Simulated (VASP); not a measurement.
# SrTiO3 (P4/mmm) in VASP: single point with r2SCAN

Aim: the single point of SrTiO3 with r2SCAN.

All numbers are computed with VASP 6.6.1; they aren't measurements. Logs are shortened: lines on timing, memory, paths and dates and some standing lists are left out, and cuts for length are marked.

## Step 1: The cell of the first run

It takes space group P4/mmm (No. 123, tetragonal). Conventional cell: a = 3.719 Å, b = 3.719 Å, c = 4.039 Å, α = 90.00°, β = 90.00°, γ = 90.00°. Sr (site symmetry 4/mmm) has 12 O at 2.63 to 2.75 Å and 8 Ti at 3.32 Å within 3.5 Å. Ti (site symmetry 4/mmm) has 6 O at 1.86 to 2.02 Å within 2.5 Å. Within 2.5 Å of O (site symmetry mmm) lie 2 Ti at 1.86 Å. O (site symmetry 4/mmm) has 2 Ti at 2.02 Å and 4 Sr at 2.63 Å and 8 O at 2.75 Å within 2.8 Å.

## Step 2: Single point, r2SCAN (epitaxial xy strain -4.8%)

File POSCAR:

```
SrTiO3
1.0
    3.7189319457      0.0000000000      0.0000000000
    0.0000000000      3.7189319457      0.0000000000
    0.0000000000      0.0000000000      4.0390970982
Sr Ti O
1 1 3
Direct
    0.0000000000      0.0000000000      0.0000000000
    0.5000000000      0.5000000000      0.5000000000
    0.5000000000      0.0000000000      0.5000000000
    0.5000000000      0.5000000000      0.0000000000
    0.0000000000      0.5000000000      0.5000000000
```

File INCAR.step1:

```
ALGO = Normal
EDIFF = 1E-5
ENCUT = 910
GGA = PE
GGA_COMPAT = F
ISMEAR = 0
LASPH = T
LCHARG = F
LREAL = F
LWAVE = T
NBANDS = 28
NELM = 120
PREC = Accurate
SIGMA = 0.01
```

File INCAR.step2:

```
ALGO = Normal
EDIFF = 1E-6
ENCUT = 910
GGA_COMPAT = F
ISIF = 2
ISMEAR = 0
ISTART = 1
LASPH = T
LCHARG = F
LMIXTAU = T
LREAL = F
LWAVE = F
METAGGA = R2SCAN
NBANDS = 28
NELM = 120
PREC = Accurate
SIGMA = 0.01
```

File KPOINTS:

```
k-points
0
Gamma
  6 6 6
```

Potentials or basis: VASP PAW PBE potentials, release 64 (Sr_sv, Ti_sv, O_h).

On the command line:

```bash
cat potpaw_PBE.64/Sr_sv/POTCAR potpaw_PBE.64/Ti_sv/POTCAR potpaw_PBE.64/O_h/POTCAR > POTCAR
cp INCAR.step1 INCAR
mpirun -np 1 vasp_std > vasp.out
cp INCAR.step2 INCAR
mpirun -np 1 vasp_std > vasp.out
```

OUTCAR:

```text
EDIFF = 1E-6
   ENCUT = 910
   ISIF = 2
   ISMEAR = 0
   ISTART = 1
   LASPH = T
   LREAL = F
   METAGGA = R2SCAN
   NELM = 120
   PREC = Accurate

 ion  position               nearest neighbor table
   1  0.000  0.000  0.000-   4 2.63   4 2.63   4 2.63   4 2.63   5 2.75   3 2.75   5 2.75   5 2.75
                             3 2.75   5 2.75   3 2.75   3 2.75   2 3.32   2 3.32   2 3.32   2 3.32
   2  0.500  0.500  0.500-   3 1.86   5 1.86   3 1.86   5 1.86   4 2.02   4 2.02   1 3.32   1 3.32
                             1 3.32   1 3.32   1 3.32   1 3.32   1 3.32   1 3.32
   3  0.500  0.000  0.500-   2 1.86   2 1.86   1 2.75   1 2.75   1 2.75   1 2.75
   4  0.500  0.500  0.000-   2 2.02   2 2.02   1 2.63   1 2.63   1 2.63   1 2.63
   5  0.000  0.500  0.500-   2 1.86   2 1.86   1 2.75   1 2.75   1 2.75   1 2.75

  LATTYP: Found a simple tetragonal cell.
 ALAT       =     3.7189319457
 C/A-ratio  =     1.0860906188

  Lattice vectors:

 A1 = (   3.7189319457,   0.0000000000,   0.0000000000)
 A2 = (   0.0000000000,   3.7189319457,   0.0000000000)
 A3 = (   0.0000000000,   0.0000000000,   4.0390970982)

Analysis of symmetry for initial positions (statically):
=====================================================================
 Subroutine PRICEL returns:
 Original cell was already a primitive cell.

 Routine SETGRP: Setting up the symmetry group for a
 simple tetragonal supercell.

 Subroutine GETGRP returns: Found 16 space group operations
 (whereof 16 operations were pure point group operations)
 out of a pool of 16 trial point group operations.

The static configuration has the point symmetry D_4h.

Analysis of symmetry for dynamics (positions and initial velocities):
=====================================================================
 Subroutine PRICEL returns:
 Original cell was already a primitive cell.

 Routine SETGRP: Setting up the symmetry group for a
 simple tetragonal supercell.

 Subroutine GETGRP returns: Found 16 space group operations
 (whereof 16 operations were pure point group operations)
 out of a pool of 16 trial point group operations.

The dynamic configuration has the point symmetry D_4h.

 Subroutine INISYM returns: Found 16 space group operations
 (whereof 16 operations are pure point group operations),
 and found     1 'primitive' translations

----------------------------------------------------------------------------------------

                                     Primitive cell

  volume of cell :      55.8625

  direct lattice vectors                    reciprocal lattice vectors
     3.718931946  0.000000000  0.000000000     0.268894407  0.000000000  0.000000000
     0.000000000  3.718931946  0.000000000     0.000000000  0.268894407  0.000000000
     0.000000000  0.000000000  4.039097098     0.000000000  0.000000000  0.247580084

  length of vectors
     3.718931946  3.718931946  4.039097098     0.268894407  0.268894407  0.247580084

  position of ions in fractional coordinates (direct lattice)
     0.000000000  0.000000000  0.000000000
     0.500000000  0.500000000  0.500000000
     0.500000000  0.000000000  0.500000000
     0.500000000  0.500000000  0.000000000
     0.000000000  0.500000000  0.500000000

  ion indices of the primitive-cell ions
   primitive index   ion index
                 1           1
                 2           2
                 3           3
                 4           4
                 5           5

----------------------------------------------------------------------------------------

 KPOINTS: k-points

Automatic generation of k-mesh.
 Grid dimensions read from file:
 generate k-points for:    6    6    6

 Generating k-lattice:

  Cartesian coordinates                     Fractional coordinates (reciprocal lattice)
     0.044815734  0.000000000  0.000000000     0.166666667  0.000000000  0.000000000
     0.000000000  0.044815734  0.000000000     0.000000000  0.166666667  0.000000000
     0.000000000  0.000000000  0.041263347     0.000000000  0.000000000  0.166666667

  Length of vectors
     0.044815734  0.044815734  0.041263347

  Shift w.r.t. Gamma in fractional coordinates (k-lattice)
     0.000000000  0.000000000  0.000000000

 Subroutine IBZKPT returns following result:
 ===========================================

 Found     40 irreducible k-points:

 Following reciprocal coordinates:
            Coordinates               Weight
  0.000000  0.000000  0.000000      1.000000
  0.166667  0.000000  0.000000      4.000000
  0.333333  0.000000  0.000000      4.000000
  0.500000  0.000000  0.000000      2.000000
  0.166667  0.166667  0.000000      4.000000
  0.333333  0.166667  0.000000      8.000000
[... 16 lines left out ...]
  0.333333  0.000000  0.333333      8.000000
  0.500000  0.000000  0.333333      4.000000
 [... further k-points ...]
   k-points           NKPTS =     40   k-points in BZ     NKDIM =     40   number of bands    NBANDS=     28
   number of dos      NEDOS =    301   number of ions     NIONS =      5
   total plane-waves  NPLWV =  64000
   dimension x,y,z NGX =    40 NGY =   40 NGZ =   40
   dimension x,y,z NGXF=    80 NGYF=   80 NGZF=   80
   ions per type =               1   1   3
   NGX,Y,Z   is equivalent  to a cutoff of  17.88, 17.88, 16.46 a.u.
   NGXF,Y,Z  is equivalent  to a cutoff of  35.76, 35.76, 32.93 a.u.
 SYSTEM =  unknown system
   PREC   = accura    normal or accurate (medium, high low for compatibility)
   ISTART =      1    job   : 0-new  1-cont  2-samecut
   ICHARG =      0    charge: 1-file 2-atom 10-const
   ISPIN  =      1    spin polarized calculation?
   LNONCOLLINEAR =      F non collinear calculations
   LSORBIT =      F    spin-orbit coupling
   LASPH  =      T    aspherical Exc in radial PAW
   ENCUT  =  910.0 eV  66.88 Ry    8.18 a.u.   9.15  9.15  9.93*2*pi/ulx,y,z
   NELM   =    120;   NELMIN=  2; NELMDL=  0     # of ELM steps
   EDIFF  = 0.1E-05   stopping-criterion for ELM
   LREAL  =      F    real-space projection
   EDIFFG = 0.1E-04   stopping-criterion for IOM
   NSW    =      0    number of steps for IOM
   IBRION =     -1    ionic relax: 0-MD 1-quasi-New 2-CG
   NFREE  =      0    steps in history (QN), initial steepest desc. (CG)
   ISIF   =      2    stress and relaxation
   ISYM   =      2    0-nonsym 1-usesym 2-fastsym
   POTIM  = 0.5000    time-step for ionic-motion
   TEBEG  =    0.0;   TEEND  =   0.0 temperature during run
   PSTRESS=    0.0 pullay stress
   NELECT =      40.0000    total number of electrons
   NUPDOWN=      -1.0000    fix difference up-down
   EMIN   =  10.00;   EMAX   =-10.00  energy-range for DOS
   EFERMI =   0.00;   METHOD = LEGACY
   ISMEAR =     0;   SIGMA  =   0.01  broadening in eV -4-tet -1-fermi 0-gaus
   EFERMI_NEDOS =   21; number of points for ismear=-14 and -15
   IALGO  =     38    algorithm
   IMIX   =      4    mixing-type and parameters
     AMIX     =   0.40;   BMIX     =  1.00
     AMIX_MAG =   1.60;   BMIX_MAG =  1.00
  volume/ion in A,a.u.               =      11.17        75.40
  Fermi-wavevector in a.u.,A,eV,Ry     =   1.464607  2.767707 29.185517  2.145075
  Thomas-Fermi vector in A             =   2.580563
   LORBIT       =      0    0 simple, 1 ext, 2 COOP (PROOUT), +10 PAW based schemes
   METAGGA = R2SCAN    functional components
   LHFCALC =     F    Hartree Fock is set to
   AEXX    =    0.0000 exact exchange contribution
   IVDW    =     0    specifies the selected vdW correction
   LEPSILON=     F    determine dielectric tensor
   LRPA    =     F    only Hartree local field effects (RPA)
 non-spin polarized calculation
 Gauss-broadening in eV      SIGMA  =   0.01
  energy-cutoff  :      910.00
  volume of cell :       55.86
 maximum number of plane-waves:      3516
 NGX is ok and might be reduce to    40
   NGX = 19   NGY = 19   NGZ = 19

 number of electron      39.9999999 magnetization

 Free energy of the ion-electron system (eV)
  ---------------------------------------------------
  ext. energy  EPLUGINS =         0.00000000
  ---------------------------------------------------
  free energy    TOTEN  =       -62.92902154 eV

  energy without entropy =      -62.92902154  energy(sigma->0) =      -62.92902154

 E-fermi :   5.1636     XC(G=0): -12.3040

 val. band max:        4.9425696901   @ k =   0.5000   0.5000   0.5000
 cond. band min:       7.1836471302   @ k =   0.0000   0.0000   0.0000
 fundamental gap:      2.2410774400
 Fermi energy:         5.1635671477

 k-point     1 :       0.0000    0.0000    0.0000
  band No.  band energies     occupation
      1     -53.5471      2.00000
      2     -28.8751      2.00000
      3     -28.8403      2.00000
      4     -28.8403      2.00000
      5     -28.7407      2.00000
      6     -13.9586      2.00000
[... 20 lines left out ...]
     27      11.2778      0.00000
     28      12.5945      0.00000

 k-point     2 :       0.1667    0.0000    0.0000
  band No.  band energies     occupation
      1     -53.5462      2.00000
      2     -28.9449      2.00000
      3     -28.8388      2.00000
      4     -28.7975      2.00000
      5     -28.7392      2.00000
      6     -13.9031      2.00000
[... 20 lines left out ...]
     27      11.8372      0.00000
     28      13.2954      0.00000

 k-point     3 :       0.3333    0.0000    0.0000
  band No.  band energies     occupation
      1     -53.5444      2.00000
      2     -29.0353      2.00000
      3     -28.8359      2.00000
      4     -28.7599      2.00000
      5     -28.7361      2.00000
      6     -13.9662      2.00000
[... 20 lines left out ...]
     27      12.9718      0.00000
     28      13.7540      0.00000

 k-point     4 :       0.5000    0.0000    0.0000
  band No.  band energies     occupation
      1     -53.5435      2.00000
      2     -29.0757      2.00000
      3     -28.8344      2.00000
      4     -28.7452      2.00000
      5     -28.7345      2.00000
      6     -14.0444      2.00000
[... 578 lines left out ...]
     27      13.0162      0.00000
     28      14.1953      0.00000

 k-point    23 :       0.3333    0.0000    0.3333
  band No.  band energies     occupation
      1     -53.5436      2.00000
      2     -28.9831      2.00000
      3     -28.8515      2.00000
      4     -28.8344      2.00000
      5     -28.7270      2.00000
      6     -13.7317      2.00000
[... 20 lines left out ...]
     27      14.0409      0.00000
     28      14.2422      0.00000

 k-point    24 :       0.5000    0.0000    0.3333
  band No.  band energies     occupation
      1     -53.5427      2.00000
      2     -29.0167      2.00000
      3     -28.8330      2.00000
      4     -28.7944      2.00000
      5     -28.7768      2.00000
      6     -13.6455      2.00000
[... 20 lines left out ...]
     27      14.0063      0.00000
     28      14.8286      0.00000

 [... further k-points ...]

------------------------ aborting loop because EDIFF is reached ----------------------------------------

  FORCE on cell =-STRESS in cart. coord.  units (eV):
  Direction    XX          YY          ZZ          XY          YZ          ZX
  --------------------------------------------------------------------------------------
  -------------------------------------------------------------------------------------
  Total        9.0170687      9.0170687      0.2295184      0.0000000      0.0000000      0.0000000
  in kB      258.6158911    258.6158911      6.5827485      0.0000000      0.0000000      0.0000000
  external PRESSURE =     174.6048436 kB  Pullay stress =       0.0000000 kB

 VOLUME and BASIS-vectors are now :
 -----------------------------------------------------------------------------
  energy-cutoff  :      910.00
  volume of cell :       55.86
      direct lattice vectors                 reciprocal lattice vectors
     3.718931946  0.000000000  0.000000000     0.268894407  0.000000000  0.000000000
     0.000000000  3.718931946  0.000000000     0.000000000  0.268894407  0.000000000
     0.000000000  0.000000000  4.039097098     0.000000000  0.000000000  0.247580084

 POSITION                                       TOTAL-FORCE (eV/Angst)
 -----------------------------------------------------------------------------------
      0.00000      0.00000      0.00000         0.000000      0.000000      0.000000
      1.85947      1.85947      2.01955         0.000000      0.000000      0.000000
      1.85947      0.00000      2.01955         0.000000      0.000000      0.000000
      1.85947      1.85947      0.00000         0.000000      0.000000      0.000000
      0.00000      1.85947      2.01955         0.000000      0.000000      0.000000
 -----------------------------------------------------------------------------------
    total drift:                                0.000000      0.000000     -0.000000

  FREE ENERGIE OF THE ION-ELECTRON SYSTEM (eV)
  ---------------------------------------------------
  free  energy   TOTEN  =       -62.9290215396 eV

  energy  without entropy=      -62.9290215396  energy(sigma->0) =      -62.92902154
```

Wall time 9.2 min (1 thread of AMD EPYC 7R13 (Zen 3), shared host); peak memory 0.33 GiB.

Results:

```yaml
Free_energy: -62.9290 eV
Pressure: 17.5 GPa
Band_gap_on_the_k_mesh: 2.24 eV (least direct gap 2.68 eV)
```

Caveat: the cell differs from its parent crystal (epitaxial xy strain -4.8%); the stress differs along the axes, from 1 to 26 GPa; the PAW data sets were made with another functional, which shifts forces and pressure a little.
